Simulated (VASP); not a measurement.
A run of VASP 6.6.1 is set up as follows.

INCAR

```
PREC = Accurate
ENCUT = 600
EDIFF = 1E-6
ISMEAR = -1
SIGMA = 0.05
LREAL = False
LASPH = True
NELM = 80
ALGO = Normal
ISIF = 3
LWAVE = False
LCHARG = False
GGA = PS
IBRION = 2
NSW = 60
EDIFFG = -0.01
```

Contents of KPOINTS:

```
regular mesh
0
Gamma
  11 11 16
```

POSCAR

```
B
1.0
    2.3461100000      0.0000000000      0.0000000000
    0.0000000000      2.3461100000      0.0000000000
    0.0000000000      0.0000000000      1.5857900000
B
1
Direct
    0.5000000000      0.5000000000      0.5000000000
```

Potentials or basis: VASP PAW PBE potentials, release 64 (B).

Launch:

```bash
$ cat potpaw_PBE.64/B/POTCAR > POTCAR
$ mpirun -np 1 vasp_std > vasp.out
```

(1) Predict the space group after relaxing (to 0.05 Å).

(2) Predict the relaxed volume.

## Answers

(1) P4/mmm (No. 123).

(2) 8.35 Å³/atom.

Caveat: the PAW data sets were made with another functional, which shifts forces and pressure a little.
